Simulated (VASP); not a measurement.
SiW3:

```
CELL_PARAMETERS angstrom
-2.60617 2.60617 2.60617
2.60617 -2.60617 2.60617
2.60617 2.60617 -2.60617
ATOMIC_POSITIONS crystal
Si 0.00000 0.00000 0.00000
W 0.50000 0.50000 0.00000
W 0.50000 0.00000 0.50000
W 0.00000 0.50000 0.50000
```

Base run:

- Program: VASP 6.6.1
- Functional: RPBE
- Potentials or basis: VASP PAW PBE potentials, release 64 (Si, W_sv)
- Cutoff: 500 eV
- k mesh: 7 × 7 × 7
- Occupations: fermi-dirac, width 0.1 eV
- Spin: no spin polarisation

Its results: band gap on the k mesh zero (bands 23 and 24 overlap by 1.23 eV); pressure 2.3 GPa.

Task: The run is repeated on the same cell with these changes: functional from RPBE to PBE. What comes out?

Result: Band gap on the k mesh zero (bands 23 and 24 overlap by 1.23 eV); pressure -0.3 GPa.

PBE binds more tightly than RPBE, so the same cell stands under less pressure.

Caveats: spin-orbit coupling is left out, which moves the levels of the heavy elements; the PAW data sets were made with another functional, which shifts forces and pressure a little (at least some runs).
